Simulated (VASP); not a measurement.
# LiNb in VASP: notebook

LiNb is run at these levels: PBE; tasks: single point.

Everything below comes from runs of VASP 6.6.1. Logs are shortened: lines on timing, memory, paths and dates and some standing lists are left out, and cuts for length are marked.

### 1 The cell of the first run

The cell holds a sheet with vacuum, 4 atoms: a = 3.674 Å, b = 3.674 Å, c = 32.776 Å, α = 90.00°, β = 90.00°, γ = 90.00°.

The cell was generated, and may not be a known phase.

### 2 Single point, PBE

INCAR reads:

```
SYSTEM = LiNb
PREC     = Accurate       ! precision mode
ENCUT    = 520            ! plane-wave cutoff, eV
EDIFF    = 1E-7           ! SCF threshold, eV
ISMEAR   = 0              ! smearing method
SIGMA    = 0.1            ! smearing width, eV
LREAL    = .False.        ! projectors in reciprocal space
LASPH    = .True.         ! aspherical terms in the spheres
NELM     = 80             ! most SCF steps
ALGO     = Normal         ! electronic algorithm
ISIF     = 2              ! what is computed and relaxed
LWAVE    = .False.        ! write WAVECAR
LCHARG   = .False.        ! write CHGCAR
LDIPOL   = .True.       
IDIPOL   = 3            
DIPOL    = 0.5 0.5 0.275
GGA      = PE             ! functional
NBANDS   = 24             ! bands
```

KPOINTS reads:

```
regular mesh
0
Gamma
  12 12 1
  0 0 0
```

POSCAR reads:

```
LiNb
1.0
    3.6736840848      0.0000000000      0.0000000000
    0.0000000000      3.6736840848      0.0000000000
    0.0000000000      0.0000000000     32.7764727805
Li Nb
2 2
Direct
    0.0000000000      0.5000000000      0.3467127321
    0.5000000000      1.0000000000      0.2024616747
    1.0000000000      0.0000000000      0.2745872034
    0.5000000000      0.5000000000      0.2745872034
```

Potentials or basis: VASP PAW PBE potentials, release 64 (Li_sv, Nb_sv).

Run with:

```console
cat potpaw_PBE.64/Li_sv/POTCAR potpaw_PBE.64/Nb_sv/POTCAR > POTCAR
mpirun -np 1 vasp_std > vasp.out
```

OUTCAR:

```text
SYSTEM = LiNb
   PREC = Accurate
   ENCUT = 520
   EDIFF = 1E-7
   ISMEAR = 0
   LREAL = .False.
   LASPH = .True.
   NELM = 80
   ISIF = 2
   GGA = PE

 ion  position               nearest neighbor table
   1  0.000  0.500  0.347-
   2  0.500  0.000  0.202-
   3  0.000  0.000  0.275-   4 2.60   4 2.60   4 2.60   4 2.60
   4  0.500  0.500  0.275-   3 2.60   3 2.60   3 2.60   3 2.60

  LATTYP: Found a simple tetragonal cell.
 ALAT       =     3.6736840848
 C/A-ratio  =     8.9219628101

  Lattice vectors:

 A1 = (   3.6736840848,   0.0000000000,   0.0000000000)
 A2 = (   0.0000000000,   3.6736840848,   0.0000000000)
 A3 = (   0.0000000000,   0.0000000000,  32.7764727805)

Analysis of symmetry for initial positions (statically):
=====================================================================
 Subroutine PRICEL returns:
 Original cell was already a primitive cell.

 Routine SETGRP: Setting up the symmetry group for a
 simple tetragonal supercell.

 Subroutine GETGRP returns: Found 16 space group operations
 (whereof  4 operations were pure point group operations)
 out of a pool of 16 trial point group operations.

The static configuration has the point symmetry C_2v.
 The point group associated with its full space group is D_4h.

Analysis of symmetry for dynamics (positions and initial velocities):
=====================================================================
 Subroutine PRICEL returns:
 Original cell was already a primitive cell.

 Routine SETGRP: Setting up the symmetry group for a
 simple tetragonal supercell.

 Subroutine GETGRP returns: Found 16 space group operations
 (whereof  4 operations were pure point group operations)
 out of a pool of 16 trial point group operations.

The dynamic configuration has the point symmetry C_2v.
 The point group associated with its full space group is D_4h.

 Subroutine INISYM returns: Found 16 space group operations
 (whereof  4 operations are pure point group operations),
 and found     1 'primitive' translations

----------------------------------------------------------------------------------------

                                     Primitive cell

  volume of cell :     442.3498

  direct lattice vectors                    reciprocal lattice vectors
     3.673684085  0.000000000  0.000000000     0.272206313  0.000000000  0.000000000
     0.000000000  3.673684085  0.000000000     0.000000000  0.272206313  0.000000000
     0.000000000  0.000000000 32.776472781     0.000000000  0.000000000  0.030509689

  length of vectors
     3.673684085  3.673684085 32.776472781     0.272206313  0.272206313  0.030509689

  position of ions in fractional coordinates (direct lattice)
     0.000000000  0.500000000  0.346712732
     0.500000000  0.000000000  0.202461675
     0.000000000  0.000000000  0.274587203
     0.500000000  0.500000000  0.274587203

  ion indices of the primitive-cell ions
   primitive index   ion index
                 1           1
                 2           2
                 3           3
                 4           4

----------------------------------------------------------------------------------------

 KPOINTS: regular mesh

Automatic generation of k-mesh.
 Grid dimensions read from file:
 generate k-points for:   12   12    1

 Generating k-lattice:

  Cartesian coordinates                     Fractional coordinates (reciprocal lattice)
     0.022683859  0.000000000  0.000000000     0.083333333  0.000000000  0.000000000
     0.000000000  0.022683859  0.000000000     0.000000000  0.083333333  0.000000000
     0.000000000  0.000000000  0.030509689     0.000000000  0.000000000  1.000000000

  Length of vectors
     0.022683859  0.022683859  0.030509689

  Shift w.r.t. Gamma in fractional coordinates (k-lattice)
     0.000000000  0.000000000  0.000000000

 Subroutine IBZKPT returns following result:
 ===========================================

 Found     28 irreducible k-points:

 Following reciprocal coordinates:
            Coordinates               Weight
  0.000000  0.000000  0.000000      1.000000
  0.083333  0.000000  0.000000      4.000000
  0.166667  0.000000  0.000000      4.000000
  0.250000  0.000000  0.000000      4.000000
  0.333333  0.000000  0.000000      4.000000
  0.416667  0.000000  0.000000      4.000000
[... 16 lines left out ...]
  0.333333  0.333333  0.000000      4.000000
  0.416667  0.333333  0.000000      8.000000
 [... further k-points ...]
   k-points           NKPTS =     28   k-points in BZ     NKDIM =     28   number of bands    NBANDS=     24
   number of dos      NEDOS =    301   number of ions     NIONS =      4
   total plane-waves  NPLWV = 196000
   dimension x,y,z NGX =    28 NGY =   28 NGZ =  250
   dimension x,y,z NGXF=    56 NGYF=   56 NGZF=  500
   ions per type =               2   2
   NGX,Y,Z   is equivalent  to a cutoff of  12.67, 12.67, 12.68 a.u.
   NGXF,Y,Z  is equivalent  to a cutoff of  25.34, 25.34, 25.36 a.u.
 SYSTEM =  LiNb
   PREC   = accura    normal or accurate (medium, high low for compatibility)
   ISTART =      0    job   : 0-new  1-cont  2-samecut
   ICHARG =      2    charge: 1-file 2-atom 10-const
   ISPIN  =      1    spin polarized calculation?
   LNONCOLLINEAR =      F non collinear calculations
   LSORBIT =      F    spin-orbit coupling
   LASPH  =      T    aspherical Exc in radial PAW
   ENCUT  =  520.0 eV  38.22 Ry    6.18 a.u.   6.83  6.83 60.94*2*pi/ulx,y,z
   NELM   =     80;   NELMIN=  2; NELMDL= -5     # of ELM steps
   EDIFF  = 0.1E-06   stopping-criterion for ELM
   LREAL  =      F    real-space projection
   EDIFFG = 0.1E-05   stopping-criterion for IOM
   NSW    =      0    number of steps for IOM
   IBRION =     -1    ionic relax: 0-MD 1-quasi-New 2-CG
   NFREE  =      0    steps in history (QN), initial steepest desc. (CG)
   ISIF   =      2    stress and relaxation
   ISYM   =      2    0-nonsym 1-usesym 2-fastsym
   POTIM  = 0.5000    time-step for ionic-motion
   TEBEG  =    0.0;   TEEND  =   0.0 temperature during run
   PSTRESS=    0.0 pullay stress
   NELECT =      32.0000    total number of electrons
   NUPDOWN=      -1.0000    fix difference up-down
   EMIN   =  10.00;   EMAX   =-10.00  energy-range for DOS
   EFERMI =   0.00;   METHOD = LEGACY
   ISMEAR =     0;   SIGMA  =   0.10  broadening in eV -4-tet -1-fermi 0-gaus
   EFERMI_NEDOS =   21; number of points for ismear=-14 and -15
   IALGO  =     38    algorithm
   IMIX   =      4    mixing-type and parameters
     AMIX     =   0.40;   BMIX     =  1.00
     AMIX_MAG =   1.60;   BMIX_MAG =  1.00
  volume/ion in A,a.u.               =     110.59       746.28
  Fermi-wavevector in a.u.,A,eV,Ry     =   0.682134  1.289046  6.330879  0.465306
  Thomas-Fermi vector in A             =   1.761119
   LORBIT       =      0    0 simple, 1 ext, 2 COOP (PROOUT), +10 PAW based schemes
   GGA     = PE    functional components
   LHFCALC =     F    Hartree Fock is set to
   AEXX    =    0.0000 exact exchange contribution
   IVDW    =     0    specifies the selected vdW correction
   LEPSILON=     F    determine dielectric tensor
   LRPA    =     F    only Hartree local field effects (RPA)
 non-spin polarized calculation
 Gauss-broadening in eV      SIGMA  =   0.10
  energy-cutoff  :      520.00
  volume of cell :      442.35
 maximum number of plane-waves:     12004
 NGX is ok and might be reduce to    28
   NGX = 13   NGY = 13   NGZ =121

 dipolmoment           0.000000      0.000000     -0.000006 electrons x Angstroem

 number of electron      31.9999988 magnetization

 dipolmoment           0.000000      0.000000      0.000001 electrons x Angstroem

 Free energy of the ion-electron system (eV)
  ---------------------------------------------------
  ext. energy  EPLUGINS =         0.00000000
  ---------------------------------------------------
  free energy    TOTEN  =       -20.95544819 eV

  energy without entropy =      -20.93689588  energy(sigma->0) =      -20.94617204

 E-fermi :  -0.5782     XC(G=0):  -2.2627

 val. band max:       -0.5847941120   @ k =   0.3333   0.1667   0.0000
 cond. band min:      -0.5507078247   @ k =   0.5000   0.5000   0.0000
 fundamental gap:      0.0340862873
 Fermi energy:        -0.5781543921

 k-point     1 :       0.0000    0.0000    0.0000
  band No.  band energies     occupation
      1     -55.3352      2.00000
      2     -54.7537      2.00000
      3     -47.6248      2.00000
      4     -47.6246      2.00000
      5     -32.0146      2.00000
      6     -32.0146      2.00000
[... 16 lines left out ...]
     23       1.9585      0.00000
     24       2.0995      0.00000

 k-point     2 :       0.0833    0.0000    0.0000
  band No.  band energies     occupation
      1     -55.3254      2.00000
      2     -54.7637      2.00000
      3     -47.6247      2.00000
      4     -47.6246      2.00000
      5     -31.9919      2.00000
      6     -31.9885      2.00000
[... 16 lines left out ...]
     23       1.8170      0.00000
     24       2.1417      0.00000

 k-point     3 :       0.1667    0.0000    0.0000
  band No.  band energies     occupation
      1     -55.2967      2.00000
      2     -54.7932      2.00000
      3     -47.6246      2.00000
      4     -47.6245      2.00000
      5     -31.9244      2.00000
      6     -31.9114      2.00000
[... 16 lines left out ...]
     23       1.9259      0.00000
     24       2.2814      0.00000
[... 514 lines left out ...]
 k-point    23 :       0.3333    0.3333    0.0000
  band No.  band energies     occupation
      1     -55.1147      2.00000
      2     -54.9691      2.00000
      3     -47.6238      2.00000
      4     -47.6238      2.00000
      5     -32.2480      2.00000
      6     -31.8543      2.00000
[... 16 lines left out ...]
     23       2.9951      0.00000
     24       3.2995      0.00000

 k-point    24 :       0.4167    0.3333    0.0000
  band No.  band energies     occupation
      1     -55.0786      2.00000
      2     -55.0032      2.00000
      3     -47.6237      2.00000
      4     -47.6237      2.00000
      5     -32.2482      2.00000
      6     -32.0462      2.00000
[... 16 lines left out ...]
     23       3.1222      0.00000
     24       3.1981      0.00000

 [... further k-points ...]

------------------------ aborting loop because EDIFF is reached ----------------------------------------

 vacuum level on the upper side and lower side of the slab       (xc-potential included)        -0.007        -0.007

  FORCE on cell =-STRESS in cart. coord.  units (eV):
  Direction    XX          YY          ZZ          XY          YZ          ZX
  --------------------------------------------------------------------------------------
  -------------------------------------------------------------------------------------
  Total       -0.0847422     -0.0847422     -0.0699004      0.0000000      0.0000000      0.0000000
  in kB       -0.3069336     -0.3069336     -0.2531771      0.0000000      0.0000000      0.0000000
  external PRESSURE =      -0.2890148 kB  Pullay stress =       0.0000000 kB

 VOLUME and BASIS-vectors are now :
 -----------------------------------------------------------------------------
  energy-cutoff  :      520.00
  volume of cell :      442.35
      direct lattice vectors                 reciprocal lattice vectors
     3.673684085  0.000000000  0.000000000     0.272206313  0.000000000  0.000000000
     0.000000000  3.673684085  0.000000000     0.000000000  0.272206313  0.000000000
     0.000000000  0.000000000 32.776472781     0.000000000  0.000000000  0.030509689

 POSITION                                       TOTAL-FORCE (eV/Angst)
 -----------------------------------------------------------------------------------
      0.00000      1.83684     11.36402         0.000000      0.000000     -0.000446
      1.83684      0.00000      6.63598        -0.000000     -0.000000      0.000446
      0.00000      0.00000      9.00000         0.000000     -0.000000      0.000000
      1.83684      1.83684      9.00000        -0.000000     -0.000000      0.000000
 -----------------------------------------------------------------------------------
    total drift:                                0.000000      0.000000     -0.000008

  FREE ENERGIE OF THE ION-ELECTRON SYSTEM (eV)
  ---------------------------------------------------
  free  energy   TOTEN  =       -20.9554481915 eV

  energy  without entropy=      -20.9368958834  energy(sigma->0) =      -20.94617204

 vacuum level on the upper side and lower side of the slab         1.312         1.312
```

It took 8.5 min on 1 thread of Intel Xeon Platinum 8259CL at 2.50GHz (Skylake/Cascade Lake), shared host; peak memory 0.57 GiB.

Results:

| Quantity | Value |
| --- | --- |
| Free energy | -20.9554 eV |
| Band gap on the k mesh | zero (bands 16 and 17 overlap by 1.39 eV) |

Caveat: the cutoff is under 1.25 times the usual one of these potentials, so pressure, stress and relaxed cells hold a basis-set (Pulay) error.

### 3 Single point, PBE

INCAR reads:

```
SYSTEM = LiNb
PREC = Accurate
ENCUT = 520
EDIFF = 1E-6
ISMEAR = 0
SIGMA = 0.1
LREAL = .FALSE.
LASPH = .TRUE.
NELM = 100
ALGO = Normal
ISIF = 2
LWAVE = .FALSE.
LCHARG = .FALSE.
LDIPOL = .TRUE.
IDIPOL = 3
DIPOL = 0.5 0.5 0.275
GGA = PE
NBANDS = 24
```

KPOINTS reads:

```
Automatic mesh
0
G
  12 12 1
  0 0 0
```

POSCAR reads:

```
LiNb
1.0
    3.6741632645      0.0000000000      0.0000000000
    0.0000000000      3.6741632645      0.0000000000
    0.0000000000      0.0000000000     32.7764727805
Li Nb
2 2
Direct
    0.0000000000      0.5000000000      0.3468745316
    0.5000000000      1.0000000000      0.2022998752
    1.0000000000      0.0000000000      0.2745872034
    0.5000000000      0.5000000000      0.2745872034
```

Potentials or basis: VASP PAW PBE potentials, release 64 (Li_sv, Nb_sv).

Run with:

```console
cat potpaw_PBE.64/Li_sv/POTCAR potpaw_PBE.64/Nb_sv/POTCAR > POTCAR
mpirun -np 1 vasp_std > vasp.out
```

Wall time 8.9 min (1 thread of Intel Xeon Platinum 8259CL at 2.50GHz (Skylake/Cascade Lake), shared host); peak memory 0.58 GiB.

It converged, with:

```
Free energy            : -20.9553 eV
Largest force          : 0.016 eV/Å
Band gap on the k mesh : zero (bands 16 and 17 overlap by 1.39 eV)
```

Forces on the atoms (eV/Å):
```
Li   0.000  0.000 -0.016
Li   0.000  0.000  0.016
Nb   0.000  0.000  0.000
Nb   0.000  0.000  0.000
```

Levels at points of the mesh, in eV from the Fermi level:
| k point | band 13 | band 14 | band 15 | band 16 | band 17 | band 18 | band 19 | band 20 |
| --- | --- | --- | --- | --- | --- | --- | --- | --- |
| (0.00, 0.00, 0.00) | -2.93 | -2.22 | -1.75 | -0.80 | -0.80 | 0.11 | 0.70 | 1.83 |
| (0.50, 0.00, 0.00) | -1.32 | -1.32 | -0.20 | -0.20 | 0.80 | 0.80 | 1.06 | 1.06 |
| (0.50, 0.50, 0.00) | -1.91 | -1.91 | 0.03 | 0.03 | 1.88 | 1.88 | 2.10 | 2.10 |

Caveat: the cutoff is under 1.25 times the usual one of these potentials, so pressure, stress and relaxed cells hold a basis-set (Pulay) error.

The gap in the log of VASP goes by the Fermi energy; the results here count the filled bands.